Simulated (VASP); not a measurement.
# TePb: single point with r2SCAN

TePb:

```xyz
2
Lattice="0.0000 2.8190 4.2286 2.8190 0.0000 4.2286 2.8190 2.8190 0.0000" Properties=species:S:1:pos:R:3 pbc="T T T"
Te    2.8190    2.8190    4.2286
Pb    0.0000    0.0000    0.0000
```

This cell differs from its parent crystal: ratio of the length along z to the lengths across it x 1.5, volume and fractional coordinates fixed.

```yaml
Program: VASP 6.6.1
Task: single point
Functional: r2SCAN
Potentials_or_basis: VASP PAW PBE potentials, release 64 (Te, Pb_d)
Cutoff: 520 eV
k_mesh: 8 × 8 × 8
Occupations: gaussian, width 0.05 eV
Spin: no spin polarisation
Dipole_correction: no
Further_INCAR_settings: ALGO = Normal; EDIFF = 1e-07; NBANDS = 17
```

```
Pressure               : 15.9 GPa
Band gap on the k mesh : zero (band 10 reaches 6.62 eV, above the bottom of band 11 at 5.97 eV)
```

Stress tensor (GPa, compression positive):
```
25.17  0.00  0.00
 0.00 25.17  0.00
 0.00  0.00 -2.74
```

Levels at points of the mesh, in eV from the Fermi level:
```tsv
k point	band 6	band 7	band 8	band 9	band 10	band 11	band 12	band 13	band 14	band 15
(0.00, 0.00, 0.00)	-14.41	-5.27	-3.64	-3.64	-3.11	2.29	2.68	4.30	6.80	6.80
(0.50, 0.00, 0.00)	-12.74	-10.67	-2.69	-1.28	-0.72	0.95	1.28	1.59	7.13	7.68
(0.50, 0.50, 0.00)	-14.10	-5.61	-5.38	-3.86	-3.86	3.60	3.95	6.96	6.96	10.19
(0.50, 0.00, 0.50)	-11.15	-8.81	-6.64	-6.35	-2.46	1.40	2.94	6.81	6.92	7.04
```

Wall time 3.4 min on 1 thread of Intel(R) Xeon(R) 6975P-C (Granite Rapids), on a shared host, peak memory 0.25 GiB.

Caveat: the PAW data sets were made with another functional, which shifts forces and pressure a little; spin-orbit coupling is left out, which moves the levels of the heavy elements.
